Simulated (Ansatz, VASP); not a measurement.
# KCl: VASP beside Ansatz

INCAR

```
SYSTEM = KCl
ALGO     = Normal         ! electronic algorithm
EDIFF    = 1E-6           ! SCF threshold, eV
ENCUT    = 500            ! plane-wave cutoff, eV
GGA      = PE             ! functional
GGA_COMPAT= .FALSE.      
ISIF     = 2              ! what is computed and relaxed
ISMEAR   = 0              ! smearing method
LASPH    = .TRUE.         ! aspherical terms in the spheres
LCHARG   = .FALSE.        ! write CHGCAR
LREAL    = .FALSE.        ! projectors in reciprocal space
LWAVE    = .FALSE.        ! write WAVECAR
NBANDS   = 15             ! bands
NELM     = 120            ! most SCF steps
PREC     = Accurate       ! precision mode
SIGMA    = 0.01           ! smearing width, eV
```

KPOINTS

```
k-points
0
G
  4 4 4
  0 0 0
```

The input POSCAR:

```
KCl
1.0
    0.0000000000      3.1517054007      3.1517054007
    3.1517054007      0.0000000000      3.1517054007
    3.1517054007      3.1517054007      0.0000000000
K Cl
1 1
Direct
    0.9634600000      0.0352000000      0.0558700000
    0.4739900000      0.5033200000      0.4998500000
```

Input for Ansatz:

```yaml
crystal:
  lattice:
    - [0.0, 3.151705400669908, 3.151705400669908]
    - [3.151705400669908, 0.0, 3.151705400669908]
    - [3.151705400669908, 3.151705400669908, 0.0]
  atoms:
    - { symbol: K, position: [0.96346, 0.0352, 0.05587] }
    - { symbol: Cl, position: [0.47399, 0.50332, 0.49985] }
basis:
  ecutwfc: 540.0
  xc_grid: 2
kpoints:
  mp_grid:
    grid: [4, 4, 4]
hamiltonian:
  xc: pbe
scf:
  convergence:
    dr2_threshold: 1.0e-09
  occupations:
    method: fixed
output:
  forces: true
  stress: true
```

Alike in both runs: task single point; functional PBE; k mesh 4 × 4 × 4; no spin polarisation.

|  | VASP | Ansatz |
| --- | --- | --- |
| version | VASP 6.6.1 | Ansatz 0.2.0 |
| potentials or method | VASP PAW PBE potentials, release 64 (K_sv, Cl), cutoff 500 eV | plane waves, PAW |
| occupations | gaussian, width 0.01 eV | fixed |
| valence electrons in the cell | 16 | 16 |

Ansatz gave:

* pressure (GPa): 1.4
* traceless stress, the component that is largest in VASP (GPa): 1.14
* rms of the force components (eV/Å): 0.274

Problem. Estimate VASP's values.

Solution. Pressure (GPa): 1.4; traceless stress, the component that is largest in VASP (GPa): 1.16; rms of the force components (eV/Å): 0.279.

Atom by atom the forces differ by 0.005 eV/Å (rms over components). Ansatz's warnings: stress scf threshold loose.

The k mesh is coarse, so the values compare programs but aren't converged.
